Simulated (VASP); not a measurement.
Input of a VASP 6.6.1 run:

Contents of POSCAR:

```
Si
1.0
    0.0000000000      2.4397638498      2.4397638498
    2.4397638498      0.0000000000      2.4397638498
    2.4397638498      2.4397638498      0.0000000000
Si
2
Direct
   -0.1250000000     -0.1250000000     -0.1250000000
    0.1250000000      0.1250000000      0.1250000000
```

Contents of INCAR.step1:

```
SYSTEM = Si
  PREC = Accurate
  ENCUT = 520
  ISMEAR = -1
  SIGMA = 0.08
  LREAL = .FALSE.
  LASPH = .TRUE.
  NELM = 80
  NBANDS = 11
  GGA = PE
  ALGO = Normal
  EDIFF = 1E-4
  LWAVE = .TRUE.
  LCHARG = .FALSE.
```

File INCAR.step2:

```
SYSTEM = Si
  PREC = Accurate
  ENCUT = 520
  EDIFF = 1E-6
  ISMEAR = -1
  SIGMA = 0.08
  LREAL = .FALSE.
  LASPH = .TRUE.
  NELM = 80
  ALGO = Normal
  ISIF = 2
  LWAVE = .FALSE.
  LCHARG = .TRUE.
  METAGGA = R2SCAN
  LMIXTAU = .TRUE.
  LELF = .TRUE.
  LVHAR = .TRUE.
  NBANDS = 11
  ISTART = 1
```

KPOINTS

```
regular mesh
0
G
  13 13 13
  0 0 0
```

Potentials or basis: VASP PAW PBE potentials, release 64 (Si).

Launch:

```console
$ cat potpaw_PBE.64/Si/POTCAR > POTCAR
$ cp INCAR.step1 INCAR
$ mpirun -np 1 vasp_std > vasp.out
$ cp INCAR.step2 INCAR
$ mpirun -np 1 vasp_std > vasp.out
```

Problem. Estimate the pressure.

Solution. 61.1 GPa.

Caveat: the PAW data sets were made with another functional, which shifts forces and pressure a little.
